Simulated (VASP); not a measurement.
# MgW7 (P4/mmm) in VASP: relaxation of cell and atoms with PBE

Aim: the relaxation of cell and atoms of MgW7 with PBE.

Program: VASP 6.6.1. These are calculated values, not measurements. Logs are shortened: lines on timing, memory, paths and dates and some standing lists are left out, and cuts for length are marked.

### 1 The cell of the first run

It takes space group P4/mmm (No. 123, tetragonal). The conventional cell has a = 4.056 Å, b = 4.056 Å, c = 8.112 Å, α = 90.00°, β = 90.00°, γ = 90.00°. Within 3.8 Å of Mg (site symmetry 4/mmm) lie 12 W at 2.87 Å. Within 3.8 Å of W (site symmetry 2mm) lie 10 W at 2.87 Å and 2 Mg at 2.87 Å. Within 3.8 Å of W (site symmetry 4/mmm) lie 12 W at 2.87 Å. Within 3.8 Å of W (site symmetry 4/mmm) lie 8 W at 2.87 Å and 4 Mg at 2.87 Å. Within 3.8 Å of W (site symmetry 4/mmm) lie 12 W at 2.87 Å.

### 2 Relaxation of cell and atoms, PBE

INCAR

```
SYSTEM = MgW7
ALGO     = Fast           ! electronic algorithm
EDIFF    = 1E-6           ! SCF threshold, eV
EDIFFG   = -0.04          ! ionic threshold
ENCUT    = 600            ! plane-wave cutoff, eV
GGA      = PE             ! functional
IBRION   = 2              ! ionic algorithm
ISIF     = 3              ! what is computed and relaxed
ISMEAR   = 0              ! smearing method
LASPH    = .TRUE.         ! aspherical terms in the spheres
LCHARG   = .FALSE.        ! write CHGCAR
LREAL    = .FALSE.        ! projectors in reciprocal space
LWAVE    = .FALSE.        ! write WAVECAR
NELM     = 60             ! most SCF steps
NSW      = 90             ! ionic steps
PREC     = Accurate       ! precision mode
SIGMA    = 0.1            ! smearing width, eV
```

KPOINTS

```
k-points
0
G
  4 4 2
  0 0 0
```

POSCAR

```
MgW7
1.0
    4.0559990600      0.0000000000      0.0000000000
    0.0000000000      4.0559990600      0.0000000000
    0.0000000000      0.0000000000      8.1119981100
Mg W
1 7
Direct
    0.0000000000      0.0000000000      0.0000000000
    0.5000000000      0.0000000000      0.7500000000
    0.5000000000      0.5000000000      0.5000000000
    0.5000000000      0.0000000000      0.2500000000
    0.5000000000      0.5000000000      0.0000000000
    0.0000000000      0.5000000000      0.7500000000
    0.0000000000      0.0000000000      0.5000000000
    0.0000000000      0.5000000000      0.2500000000
```

Potentials or basis: VASP PAW PBE potentials, release 64 (Mg, W_sv).

Started as:

```sh
$ cat potpaw_PBE.64/Mg/POTCAR potpaw_PBE.64/W_sv/POTCAR > POTCAR
$ mpirun -np 1 vasp_std > vasp.out
```

OUTCAR:

```text
SYSTEM = MgW7
   EDIFF = 1E-6
   EDIFFG = -0.04
   ENCUT = 600
   GGA = PE
   IBRION = 2
   ISIF = 3
   ISMEAR = 0
   LASPH = .TRUE.
   LREAL = .FALSE.
   NELM = 60
   NSW = 90
   PREC = Accurate

 ion  position               nearest neighbor table
   1  0.000  0.000  0.000-   2 2.87   4 2.87   6 2.87   8 2.87   6 2.87   8 2.87   2 2.87   4 2.87
                             5 2.87   5 2.87   5 2.87   5 2.87
   2  0.500  0.000  0.750-   1 2.87   3 2.87   5 2.87   7 2.87   3 2.87   5 2.87   1 2.87   7 2.87
                             6 2.87   6 2.87   6 2.87   6 2.87
   3  0.500  0.500  0.500-   2 2.87   4 2.87   6 2.87   8 2.87   2 2.87   4 2.87   6 2.87   8 2.87
                             7 2.87   7 2.87   7 2.87   7 2.87
   4  0.500  0.000  0.250-   1 2.87   3 2.87   5 2.87   7 2.87   3 2.87   5 2.87   1 2.87   7 2.87
                             8 2.87   8 2.87   8 2.87   8 2.87
   5  0.500  0.500  0.000-   2 2.87   4 2.87   6 2.87   8 2.87   2 2.87   4 2.87   6 2.87   8 2.87
                             1 2.87   1 2.87   1 2.87   1 2.87
   6  0.000  0.500  0.750-   1 2.87   3 2.87   5 2.87   7 2.87   1 2.87   7 2.87   3 2.87   5 2.87
                             2 2.87   2 2.87   2 2.87   2 2.87
   7  0.000  0.000  0.500-   2 2.87   4 2.87   6 2.87   8 2.87   6 2.87   8 2.87   2 2.87   4 2.87
                             3 2.87   3 2.87   3 2.87   3 2.87
   8  0.000  0.500  0.250-   1 2.87   3 2.87   5 2.87   7 2.87   1 2.87   7 2.87   3 2.87   5 2.87
                             4 2.87   4 2.87   4 2.87   4 2.87

  LATTYP: Found a simple tetragonal cell.
 ALAT       =     4.0559990600
 C/A-ratio  =     1.9999999975

  Lattice vectors:

 A1 = (   4.0559990600,   0.0000000000,   0.0000000000)
 A2 = (   0.0000000000,   4.0559990600,   0.0000000000)
 A3 = (   0.0000000000,   0.0000000000,   8.1119981100)

Analysis of symmetry for initial positions (statically):
=====================================================================
 Subroutine PRICEL returns:
 Original cell was already a primitive cell.

 Routine SETGRP: Setting up the symmetry group for a
 simple tetragonal supercell.

 Subroutine GETGRP returns: Found 16 space group operations
 (whereof 16 operations were pure point group operations)
 out of a pool of 16 trial point group operations.

The static configuration has the point symmetry D_4h.

Analysis of symmetry for dynamics (positions and initial velocities):
=====================================================================
 Subroutine PRICEL returns:
 Original cell was already a primitive cell.

 Routine SETGRP: Setting up the symmetry group for a
 simple tetragonal supercell.

 Subroutine GETGRP returns: Found 16 space group operations
 (whereof 16 operations were pure point group operations)
 out of a pool of 16 trial point group operations.

The dynamic configuration has the point symmetry D_4h.

 Subroutine INISYM returns: Found 16 space group operations
 (whereof 16 operations are pure point group operations),
 and found     1 'primitive' translations

----------------------------------------------------------------------------------------

                                     Primitive cell

  volume of cell :     133.4515

  direct lattice vectors                    reciprocal lattice vectors
     4.055999060  0.000000000  0.000000000     0.246548381  0.000000000  0.000000000
     0.000000000  4.055999060  0.000000000     0.000000000  0.246548381  0.000000000
     0.000000000  0.000000000  8.111998110     0.000000000  0.000000000  0.123274190

  length of vectors
     4.055999060  4.055999060  8.111998110     0.246548381  0.246548381  0.123274190

  position of ions in fractional coordinates (direct lattice)
     0.000000000  0.000000000  0.000000000
     0.500000000  0.000000000  0.750000000
     0.500000000  0.500000000  0.500000000
     0.500000000  0.000000000  0.250000000
     0.500000000  0.500000000  0.000000000
     0.000000000  0.500000000  0.750000000
     0.000000000  0.000000000  0.500000000
     0.000000000  0.500000000  0.250000000

  ion indices of the primitive-cell ions
   primitive index   ion index
                 1           1
                 2           2
                 3           3
                 4           4
                 5           5
                 6           6
                 7           7
                 8           8

----------------------------------------------------------------------------------------

 KPOINTS: k-points

Automatic generation of k-mesh.
 Grid dimensions read from file:
 generate k-points for:    4    4    2

 Generating k-lattice:

  Cartesian coordinates                     Fractional coordinates (reciprocal lattice)
     0.061637095  0.000000000  0.000000000     0.250000000  0.000000000  0.000000000
     0.000000000  0.061637095  0.000000000     0.000000000  0.250000000  0.000000000
     0.000000000  0.000000000  0.061637095     0.000000000  0.000000000  0.500000000

  Length of vectors
     0.061637095  0.061637095  0.061637095

  Shift w.r.t. Gamma in fractional coordinates (k-lattice)
     0.000000000  0.000000000  0.000000000

 Subroutine IBZKPT returns following result:
 ===========================================

 Found     12 irreducible k-points:

 Following reciprocal coordinates:
            Coordinates               Weight
  0.000000  0.000000  0.000000      1.000000
  0.250000  0.000000  0.000000      4.000000
  0.500000  0.000000  0.000000      2.000000
  0.250000  0.250000  0.000000      4.000000
  0.500000  0.250000  0.000000      4.000000
  0.500000  0.500000  0.000000      1.000000
  0.000000  0.000000  0.500000      1.000000
  0.250000  0.000000  0.500000      4.000000
  0.500000  0.000000  0.500000      2.000000
  0.250000  0.250000  0.500000      4.000000
  0.500000  0.250000  0.500000      4.000000
  0.500000  0.500000  0.500000      1.000000
   k-points           NKPTS =     12   k-points in BZ     NKDIM =     12   number of bands    NBANDS=     60
   number of dos      NEDOS =    301   number of ions     NIONS =      8
   total plane-waves  NPLWV =  71680
   dimension x,y,z NGX =    32 NGY =   32 NGZ =   70
   dimension x,y,z NGXF=    64 NGYF=   64 NGZF=  140
   ions per type =               1   7
   NGX,Y,Z   is equivalent  to a cutoff of  13.12, 13.12, 14.35 a.u.
   NGXF,Y,Z  is equivalent  to a cutoff of  26.23, 26.23, 28.69 a.u.
 SYSTEM =  MgW7
   PREC   = accura    normal or accurate (medium, high low for compatibility)
   ISTART =      0    job   : 0-new  1-cont  2-samecut
   ICHARG =      2    charge: 1-file 2-atom 10-const
   ISPIN  =      1    spin polarized calculation?
   LNONCOLLINEAR =      F non collinear calculations
   LSORBIT =      F    spin-orbit coupling
   LASPH  =      T    aspherical Exc in radial PAW
   ENCUT  =  600.0 eV  44.10 Ry    6.64 a.u.   8.10  8.10 16.20*2*pi/ulx,y,z
   NELM   =     60;   NELMIN=  2; NELMDL= -5     # of ELM steps
   EDIFF  = 0.1E-05   stopping-criterion for ELM
   LREAL  =      F    real-space projection
   EDIFFG = -.4E-01   stopping-criterion for IOM
   NSW    =     90    number of steps for IOM
   IBRION =      2    ionic relax: 0-MD 1-quasi-New 2-CG
   NFREE  =      1    steps in history (QN), initial steepest desc. (CG)
   ISIF   =      3    stress and relaxation
   ISYM   =      2    0-nonsym 1-usesym 2-fastsym
   POTIM  = 0.5000    time-step for ionic-motion
   TEBEG  =    0.0;   TEEND  =   0.0 temperature during run
   PSTRESS=    0.0 pullay stress
   NELECT =     100.0000    total number of electrons
   NUPDOWN=      -1.0000    fix difference up-down
   EMIN   =  10.00;   EMAX   =-10.00  energy-range for DOS
   EFERMI =   0.00;   METHOD = LEGACY
   ISMEAR =     0;   SIGMA  =   0.10  broadening in eV -4-tet -1-fermi 0-gaus
   EFERMI_NEDOS =   21; number of points for ismear=-14 and -15
   IALGO  =     68    algorithm
   IMIX   =      4    mixing-type and parameters
     AMIX     =   0.40;   BMIX     =  1.00
     AMIX_MAG =   1.60;   BMIX_MAG =  1.00
  volume/ion in A,a.u.               =      16.68       112.57
  Fermi-wavevector in a.u.,A,eV,Ry     =   1.486964  2.809954 30.083305  2.211061
  Thomas-Fermi vector in A             =   2.600184
   LORBIT       =      0    0 simple, 1 ext, 2 COOP (PROOUT), +10 PAW based schemes
   GGA     = PE    functional components
   LHFCALC =     F    Hartree Fock is set to
   AEXX    =    0.0000 exact exchange contribution
   IVDW    =     0    specifies the selected vdW correction
   LEPSILON=     F    determine dielectric tensor
   LRPA    =     F    only Hartree local field effects (RPA)
 conjugate gradient relaxation of ions
 non-spin polarized calculation
 RMM-DIIS sequential band-by-band and
 Gauss-broadening in eV      SIGMA  =   0.10
  energy-cutoff  :      600.00
  volume of cell :      133.45
 maximum number of plane-waves:      4536
   NGX = 17   NGY = 17   NGZ = 33

--------------------------------------- Ionic step        1  -------------------------------------------

 number of electron     100.0000000 magnetization

 number of electron      99.9999988 magnetization

 Free energy of the ion-electron system (eV)
  ---------------------------------------------------
  ext. energy  EPLUGINS =         0.00000000
  ---------------------------------------------------
  free energy    TOTEN  =       -87.96946380 eV

  energy without entropy =      -87.93611145  energy(sigma->0) =      -87.95278763

------------------------ aborting loop because EDIFF is reached ----------------------------------------

  FORCE on cell =-STRESS in cart. coord.  units (eV):
  Direction    XX          YY          ZZ          XY          YZ          ZX
  --------------------------------------------------------------------------------------
  -------------------------------------------------------------------------------------
  Total       -4.2586156     -4.2586156     -0.9394663      0.0000000      0.0000000      0.0000000
  in kB      -51.1276097    -51.1276097    -11.2789386      0.0000000      0.0000000      0.0000000
  external PRESSURE =     -37.8447193 kB  Pullay stress =       0.0000000 kB
[... 27 lines left out ...]
  energy  without entropy=      -87.9361114525  energy(sigma->0) =      -87.95278763

--------------------------------------- Ionic step        2  -------------------------------------------

 number of electron     100.0000018 magnetization

 E-fermi :  10.2501     XC(G=0): -13.2010

 val. band max:       10.2428978734   @ k =   0.5000   0.5000   0.5000
 cond. band min:      10.2693371954   @ k =   0.2500   0.0000   0.5000
 fundamental gap:      0.0264393220
 Fermi energy:        10.2500947263

 k-point     1 :       0.0000    0.0000    0.0000
  band No.  band energies     occupation
      1     -63.4630      2.00000
      2     -63.3955      2.00000
      3     -63.3939      2.00000
      4     -63.3284      2.00000
      5     -63.3013      2.00000
      6     -63.3011      2.00000
[... 822 lines left out ...]
  FREE ENERGIE OF THE ION-ELECTRON SYSTEM (eV)
  ---------------------------------------------------
  free  energy   TOTEN  =       -88.0315484925 eV

  energy  without entropy=      -88.0006744182  energy(sigma->0) =      -88.01611146

[... ionic steps 4 to 13 ...]

--------------------------------------- Ionic step       14  -------------------------------------------

 number of electron      99.9999993 magnetization

------------------------ aborting loop because EDIFF is reached ----------------------------------------

  FORCE on cell =-STRESS in cart. coord.  units (eV):
  Direction    XX          YY          ZZ          XY          YZ          ZX
  --------------------------------------------------------------------------------------
  -------------------------------------------------------------------------------------
  Total        1.2221824      1.2221824      0.9906796      0.0000000      0.0000000      0.0000000
  in kB       14.9988975     14.9988975     12.1578420      0.0000000      0.0000000      0.0000000
  external PRESSURE =      14.0518790 kB  Pullay stress =       0.0000000 kB
[... 69 lines left out ...]
  energy  without entropy=      -88.2889035350  energy(sigma->0) =      -88.30137681

--------------------------------------- Ionic step       16  -------------------------------------------

 number of electron      99.9999999 magnetization

 Free energy of the ion-electron system (eV)
  ---------------------------------------------------
  ext. energy  EPLUGINS =         0.00000000
  ---------------------------------------------------
  free energy    TOTEN  =       -88.31484077 eV

  energy without entropy =      -88.28982790  energy(sigma->0) =      -88.30233433

 E-fermi :   9.8467     XC(G=0): -12.9754

 val. band max:        9.8459420493   @ k =   0.5000   0.5000   0.0000
 cond. band min:       9.8979550602   @ k =   0.2500   0.0000   0.5000
 fundamental gap:      0.0520130108
 Fermi energy:         9.8466937981

 k-point     1 :       0.0000    0.0000    0.0000
  band No.  band energies     occupation
      1     -64.2271      2.00000
      2     -64.0710      2.00000
      3     -64.0561      2.00000
      4     -64.0471      2.00000
      5     -63.9410      2.00000
      6     -63.9409      2.00000
[... 780 lines left out ...]
  FREE ENERGIE OF THE ION-ELECTRON SYSTEM (eV)
  ---------------------------------------------------
  free  energy   TOTEN  =       -88.3148407714 eV

  energy  without entropy=      -88.2898278980  energy(sigma->0) =      -88.30233433

 reached required accuracy - stopping structural energy minimisation
```

Wall time 16 min (1 thread of Intel Xeon Platinum 8488C (Sapphire Rapids), shared host); peak memory 0.34 GiB.

Results:

```
Free energy                            : -88.3148 eV
Relaxed volume                         : 16.42 Å³/atom
Relaxed cell                           : a = 3.880 Å, b = 3.880 Å, c = 8.725 Å, α = 90.00°, β = 90.00°, γ = 90.00°
Space group after relaxing (to 0.05 Å) : P4/mmm (No. 123)
Energy gained by relaxing              : 43.2 meV/atom
Ionic steps                            : 16
Pressure after relaxing                : -0.2 GPa
Largest force after relaxing           : 0.035 eV/Å
Band gap on the k mesh                 : zero (band 50 reaches 10.32 eV, above the bottom of band 51 at 9.65 eV)
```

Forces on the atoms (eV/Å):
```
Mg   0.000  0.000  0.000
W    0.000  0.000  0.035
W    0.000  0.000  0.000
W    0.000  0.000 -0.035
W    0.000  0.000  0.000
W    0.000  0.000  0.035
W    0.000  0.000  0.000
W    0.000  0.000 -0.035
```

Step by step:
| step | energy change (eV) | largest force (eV/Å) | pressure (GPa) | volume (Å³) |
| --- | --- | --- | --- | --- |
| 1 | 0.0000 | 0.5477 | -3.78 | 133.45 |
| 2 | 0.0531 | 0.4001 | 10.98 | 125.97 |
| 3 | -0.0621 | 0.5011 | 2.03 | 130.21 |
| 4 | -0.1646 | 0.1095 | 1.38 | 130.35 |
| 5 | -0.1819 | 0.9223 | 1.27 | 130.45 |
| 6 | -0.2160 | 0.3262 | 1.23 | 130.43 |
| 7 | -0.2201 | 0.5127 | 1.21 | 130.44 |
| 8 | -0.2472 | 0.7158 | -3.60 | 133.09 |
| 9 | -0.2627 | 0.6480 | -1.96 | 132.15 |
| 10 | -0.3142 | 0.3782 | 1.81 | 130.25 |
| 11 | -0.3160 | 0.4235 | 1.24 | 130.52 |
| 12 | -0.3394 | 0.0335 | -1.30 | 131.96 |
| 13 | -0.3401 | 0.0868 | -0.95 | 131.75 |
| 14 | -0.3410 | 0.1080 | 1.41 | 130.55 |
| 15 | -0.3444 | 0.0167 | 0.27 | 131.11 |
| 16 | -0.3454 | 0.0348 | -0.20 | 131.36 |

Final structure:
```xyz
8
Lattice="3.8802 0.0000 0.0000 0.0000 3.8802 0.0000 0.0000 0.0000 8.7251" Properties=species:S:1:pos:R:3 pbc="T T T"
Mg    3.8802    0.0000    0.0000
W     1.9401    0.0000    6.5799
W     1.9401    1.9401    4.3626
W     1.9401    3.8802    2.1453
W     1.9401    1.9401    0.0000
W     0.0000    1.9401    6.5799
W     3.8802    0.0000    4.3626
W     3.8802    1.9401    2.1453
```

Caveat: the k points lie up to 0.40 Å⁻¹ apart in the final cell; spin-orbit coupling is left out, which moves the levels of the heavy elements.
